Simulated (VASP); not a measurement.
# Ba (P-1) in VASP: single point with PBE

Aim: the single point of Ba with PBE.

Program: VASP 6.6.1. These are calculated values, not measurements. Logs are shortened: lines on timing, memory, paths and dates and some standing lists are left out, and cuts for length are marked.

### 1 The cell of the first run

The typed cell holds 1 atom: a = 4.403 Å, b = 4.309 Å, c = 4.380 Å, α = 111.19°, β = 111.39°, γ = 107.65°.

### 2 Single point, PBE

Contents of INCAR:

```
SYSTEM = Ba
PREC = Accurate
ENCUT = 520
EDIFF = 1E-6
ISMEAR = -1
SIGMA = 0.05
LREAL = .FALSE.
LASPH = .TRUE.
NELM = 60
ALGO = Fast
ISIF = 2
LWAVE = .FALSE.
LCHARG = .TRUE.
GGA = PE
LELF = .TRUE.
LVHAR = .TRUE.
NBANDS = 11
```

Contents of KPOINTS:

```
regular mesh
0
G
  8 8 8
  0 0 0
```

Contents of POSCAR:

```
Ba
1.0
   -2.5276323800      2.4852074400      2.6110038600
    2.4244030600     -2.5077405700      2.5303076800
    2.4844848800      2.4645930800     -2.6335370000
Ba
1
Direct
    0.0000000000      0.0000000000      0.0000000000
```

Potentials or basis: VASP PAW PBE potentials, release 64 (Ba_sv).

Run with:

```bash
$ cat potpaw_PBE.64/Ba_sv/POTCAR > POTCAR
$ mpirun -np 1 vasp_std > vasp.out
```

OUTCAR:

```text
SYSTEM = Ba
   PREC = Accurate
   ENCUT = 520
   EDIFF = 1E-6
   ISMEAR = -1
   LREAL = .FALSE.
   LASPH = .TRUE.
   NELM = 60
   ISIF = 2
   GGA = PE

 ion  position               nearest neighbor table
   1  0.000  0.000  0.000-

  LATTYP: Found a triclinic cell.
 ALAT       =     4.3091704444
 B/A-ratio  =     1.6636360695
 C/A-ratio  =     1.8663830001
 COS(alpha) =     0.0008758773
 COS(beta)  =     0.5119529052
 COS(gamma) =     0.8218890583

  Lattice vectors:

 A1 = (  -2.4244030600,   2.5077405700,  -2.5303076800)
 A2 = (   0.0600818200,   4.9723336500,  -5.1638446800)
 A3 = (  -7.2901435000,  -2.3989124600,  -2.4045452200)

Analysis of symmetry for initial positions (statically):
=====================================================================
 Subroutine PRICEL returns:
 Original cell was already a primitive cell.

 Routine SETGRP: Setting up the symmetry group for a
 triclinic supercell.

 Subroutine GETGRP returns: Found  2 space group operations
 (whereof  2 operations were pure point group operations)
 out of a pool of  2 trial point group operations.

The static configuration has the point symmetry S_2 .

Analysis of symmetry for dynamics (positions and initial velocities):
=====================================================================
 Subroutine PRICEL returns:
 Original cell was already a primitive cell.

 Routine SETGRP: Setting up the symmetry group for a
 triclinic supercell.

 Subroutine GETGRP returns: Found  2 space group operations
 (whereof  2 operations were pure point group operations)
 out of a pool of  2 trial point group operations.

The dynamic configuration has the point symmetry S_2 .

 Subroutine INISYM returns: Found  2 space group operations
 (whereof  2 operations are pure point group operations),
 and found     1 'primitive' translations

----------------------------------------------------------------------------------------

                                     Primitive cell

  volume of cell :      62.4293

  direct lattice vectors                    reciprocal lattice vectors
    -2.527632380  2.485207440  2.611003860     0.005895447  0.202969765  0.195510838
     2.424403060 -2.507740570  2.530307680     0.207914259  0.002716893  0.198689393
     2.484484880  2.464593080 -2.633537000     0.205609445  0.203843505  0.005021706

  length of vectors
     4.402558645  4.309170444  4.379771832     0.281879353  0.287599018  0.289573196

  position of ions in fractional coordinates (direct lattice)
     0.000000000  0.000000000  0.000000000

  ion indices of the primitive-cell ions
   primitive index   ion index
                 1           1

----------------------------------------------------------------------------------------

 KPOINTS: regular mesh

Automatic generation of k-mesh.
 Grid dimensions read from file:
 generate k-points for:    8    8    8

 Generating k-lattice:

  Cartesian coordinates                     Fractional coordinates (reciprocal lattice)
     0.000736931  0.025371221  0.024438855     0.125000000  0.000000000 -0.000000000
     0.025989282  0.000339612  0.024836174     0.000000000  0.125000000  0.000000000
     0.025701181  0.025480438  0.000627713     0.000000000 -0.000000000  0.125000000

  Length of vectors
     0.035234919  0.035949877  0.036196650

  Shift w.r.t. Gamma in fractional coordinates (k-lattice)
     0.000000000  0.000000000  0.000000000

 Subroutine IBZKPT returns following result:
 ===========================================

 Found    260 irreducible k-points:

 Following reciprocal coordinates:
            Coordinates               Weight
  0.000000  0.000000  0.000000      1.000000
  0.125000 -0.000000  0.000000      2.000000
  0.250000 -0.000000  0.000000      2.000000
  0.375000 -0.000000  0.000000      2.000000
  0.500000 -0.000000  0.000000      1.000000
  0.000000  0.125000  0.000000      2.000000
[... 16 lines left out ...]
  0.125000  0.375000 -0.000000      2.000000
  0.250000  0.375000 -0.000000      2.000000
 [... further k-points ...]
   k-points           NKPTS =    260   k-points in BZ     NKDIM =    260   number of bands    NBANDS=     11
   number of dos      NEDOS =    301   number of ions     NIONS =      1
   total plane-waves  NPLWV =  41472
   dimension x,y,z NGX =    36 NGY =   32 NGZ =   36
   dimension x,y,z NGXF=    72 NGYF=   64 NGZF=   72
   ions per type =               1
   NGX,Y,Z   is equivalent  to a cutoff of  13.59, 12.35, 13.66 a.u.
   NGXF,Y,Z  is equivalent  to a cutoff of  27.19, 24.69, 27.33 a.u.
 SYSTEM =  Ba
   PREC   = accura    normal or accurate (medium, high low for compatibility)
   ISTART =      0    job   : 0-new  1-cont  2-samecut
   ICHARG =      2    charge: 1-file 2-atom 10-const
   ISPIN  =      1    spin polarized calculation?
   LNONCOLLINEAR =      F non collinear calculations
   LSORBIT =      F    spin-orbit coupling
   LASPH  =      T    aspherical Exc in radial PAW
   ENCUT  =  520.0 eV  38.22 Ry    6.18 a.u.   8.19  8.01  8.14*2*pi/ulx,y,z
   NELM   =     60;   NELMIN=  2; NELMDL= -5     # of ELM steps
   EDIFF  = 0.1E-05   stopping-criterion for ELM
   LREAL  =      F    real-space projection
   EDIFFG = 0.1E-04   stopping-criterion for IOM
   NSW    =      0    number of steps for IOM
   IBRION =     -1    ionic relax: 0-MD 1-quasi-New 2-CG
   NFREE  =      0    steps in history (QN), initial steepest desc. (CG)
   ISIF   =      2    stress and relaxation
   ISYM   =      2    0-nonsym 1-usesym 2-fastsym
   POTIM  = 0.5000    time-step for ionic-motion
   TEBEG  =    0.0;   TEEND  =   0.0 temperature during run
   PSTRESS=    0.0 pullay stress
   NELECT =      10.0000    total number of electrons
   NUPDOWN=      -1.0000    fix difference up-down
   EMIN   =  10.00;   EMAX   =-10.00  energy-range for DOS
   EFERMI =   0.00;   METHOD = LEGACY
   ISMEAR =    -1;   SIGMA  =   0.05  broadening in eV -4-tet -1-fermi 0-gaus
   EFERMI_NEDOS =   21; number of points for ismear=-14 and -15
   IALGO  =     68    algorithm
   IMIX   =      4    mixing-type and parameters
     AMIX     =   0.40;   BMIX     =  1.00
     AMIX_MAG =   1.60;   BMIX_MAG =  1.00
  volume/ion in A,a.u.               =      62.43       421.29
  Fermi-wavevector in a.u.,A,eV,Ry     =   0.889089  1.680135 10.755125  0.790479
  Thomas-Fermi vector in A             =   2.010604
   LORBIT       =      0    0 simple, 1 ext, 2 COOP (PROOUT), +10 PAW based schemes
   GGA     = PE    functional components
   LHFCALC =     F    Hartree Fock is set to
   AEXX    =    0.0000 exact exchange contribution
   IVDW    =     0    specifies the selected vdW correction
   LEPSILON=     F    determine dielectric tensor
   LRPA    =     F    only Hartree local field effects (RPA)
 non-spin polarized calculation
 RMM-DIIS sequential band-by-band and
  energy-cutoff  :      520.00
  volume of cell :       62.43
 maximum number of plane-waves:      1698
 NGX is ok and might be reduce to    36
   NGX = 17   NGY = 15   NGZ = 17

 number of electron      10.0000000 magnetization

 Free energy of the ion-electron system (eV)
  ---------------------------------------------------
  ext. energy  EPLUGINS =         0.00000000
  ---------------------------------------------------
  free energy    TOTEN  =        -1.91037574 eV

  energy without entropy =       -1.90235752  energy(sigma->0) =       -1.90636663

 E-fermi :   1.6639     XC(G=0):  -7.4373

 val. band max:        1.6449582102   @ k =  -0.3750   0.2500   0.5000
 cond. band min:       1.7453583810   @ k =   0.3750   0.2500   0.2500
 fundamental gap:      0.1004001709
 Fermi energy:         1.6638917473

 k-point     1 :       0.0000    0.0000    0.0000
  band No.  band energies     occupation
      1     -27.1959      2.00000
      2     -12.1540      2.00000
      3     -12.1413      2.00000
      4     -12.1211      2.00000
      5      -1.0769      2.00000
      6       3.3113      0.00000
      7       3.4740      0.00000
      8       3.7528      0.00000
      9       4.7699      0.00000
     10       5.1268      0.00000
     11       8.3691      0.00000

 k-point     2 :       0.1250   -0.0000    0.0000
  band No.  band energies     occupation
      1     -27.1891      2.00000
      2     -12.2117      2.00000
      3     -12.1627      2.00000
      4     -12.1408      2.00000
      5      -0.7891      2.00000
      6       3.2663      0.00000
      7       3.3603      0.00000
      8       3.8892      0.00000
      9       4.4886      0.00000
     10       5.0322      0.00000
     11       8.7801      0.00000

 k-point     3 :       0.2500   -0.0000    0.0000
  band No.  band energies     occupation
      1     -27.1725      2.00000
      2     -12.3901      2.00000
      3     -12.2144      2.00000
      4     -12.1406      2.00000
      5      -0.0663      2.00000
      6       2.8278      0.00000
      7       2.9573      0.00000
      8       4.5188      0.00000
      9       4.6974      0.00000
     10       5.0135      0.00000
     11       8.8325      0.00000

 k-point     4 :       0.3750   -0.0000    0.0000
  band No.  band energies     occupation
      1     -27.1559      2.00000
      2     -12.5611      2.00000
      3     -12.2641      2.00000
      4     -12.1392      2.00000
      5       0.6064      2.00000
      6       2.6163      0.00000
      7       2.6801      0.00000
      8       4.7290      0.00000
      9       5.2149      0.00000
     10       5.9745      0.00000
     11       7.8731      0.00000
[... 239 lines left out ...]
 k-point    22 :      -0.0000    0.3750   -0.0000
  band No.  band energies     occupation
      1     -27.1513      2.00000
      2     -12.5712      2.00000
      3     -12.2868      2.00000
      4     -12.1491      2.00000
      5       0.6501      2.00000
      6       2.6002      0.00000
      7       2.7578      0.00000
      8       4.6835      0.00000
      9       5.1406      0.00000
     10       5.9845      0.00000
     11       7.7991      0.00000

 k-point    23 :       0.1250    0.3750   -0.0000
  band No.  band energies     occupation
      1     -27.1444      2.00000
      2     -12.6087      2.00000
      3     -12.3213      2.00000
      4     -12.1686      2.00000
      5       0.9930      2.00000
      6       2.4482      0.00000
      7       2.7481      0.00000
      8       4.6218      0.00000
      9       5.2646      0.00000
     10       6.8554      0.00000
     11       7.8821      0.00000

 k-point    24 :       0.2500    0.3750   -0.0000
  band No.  band energies     occupation
      1     -27.1416      2.00000
      2     -12.5523      2.00000
      3     -12.3998      2.00000
      4     -12.2014      2.00000
      5       1.5648      1.75797
      6       2.2196      0.00003
      7       2.4873      0.00000
      8       4.7970      0.00000
      9       5.3423      0.00000
     10       6.8322      0.00000
     11       7.8164      0.00000

 [... further k-points ...]
[... 5 lines left out ...]
  --------------------------------------------------------------------------------------
  -------------------------------------------------------------------------------------
  Total        0.0855926      0.0756041      0.0018846      0.0732129      0.0495276      0.1835962
  in kB        2.1966371      1.9402919      0.0483652      1.8789258      1.2710701      4.7117860
  external PRESSURE =       1.3950981 kB  Pullay stress =       0.0000000 kB

 VOLUME and BASIS-vectors are now :
 -----------------------------------------------------------------------------
  energy-cutoff  :      520.00
  volume of cell :       62.43
      direct lattice vectors                 reciprocal lattice vectors
    -2.527632380  2.485207440  2.611003860     0.005895447  0.202969765  0.195510838
     2.424403060 -2.507740570  2.530307680     0.207914259  0.002716893  0.198689393
     2.484484880  2.464593080 -2.633537000     0.205609445  0.203843505  0.005021706

 POSITION                                       TOTAL-FORCE (eV/Angst)
 -----------------------------------------------------------------------------------
      0.00000      0.00000      0.00000         0.000000     -0.000000     -0.000000
 -----------------------------------------------------------------------------------
    total drift:                               -0.000000      0.000000      0.000000

  FREE ENERGIE OF THE ION-ELECTRON SYSTEM (eV)
  ---------------------------------------------------
  free  energy   TOTEN  =        -1.9103757446 eV

  energy  without entropy=       -1.9023575197  energy(sigma->0) =       -1.90636663
```

Run time: 3.3 min. Hardware: 1 thread of Intel Xeon Platinum 8259CL at 2.50GHz (Skylake/Cascade Lake), shared host; peak memory 0.32 GiB.

What came out:

```yaml
Free_energy: -1.9104 eV
Pressure: 0.1 GPa
Band_gap_on_the_k_mesh: zero (band 5 reaches 2.10 eV, above the bottom of band 6 at 1.16 eV)
```

Levels at points of the mesh, in eV from the Fermi level:
```
           k point  band 2  band 3  band 4  band 5  band 6  band 7  band 8  band 9
(0.00, 0.00, 0.00)  -13.82  -13.81  -13.78   -2.74    1.65    1.81    2.09    3.11
(0.50, 0.00, 0.00)  -14.29  -13.95  -13.80   -0.88    0.83    1.27    3.03    3.74
(0.00, 0.50, 0.00)  -14.31  -13.98  -13.81   -0.86    0.80    1.40    2.97    3.69
(0.50, 0.50, 0.00)  -14.27  -13.96  -13.81   -0.88    0.52    1.32    3.53    4.02
(0.00, 0.00, 0.50)  -14.29  -13.97  -13.82   -0.86    0.55    1.45    3.41    3.88
(0.50, 0.00, 0.50)  -14.25  -13.93  -13.79   -0.92    0.73    1.13    3.25    4.01
(0.00, 0.50, 0.50)  -14.27  -13.94  -13.79   -0.90    0.80    1.21    3.10    3.83
(0.50, 0.50, 0.50)  -14.19  -14.12  -14.09   -0.58   -0.51    4.10    4.51    4.63
```

Caveat: spin-orbit coupling is left out, which moves the levels of the heavy elements.
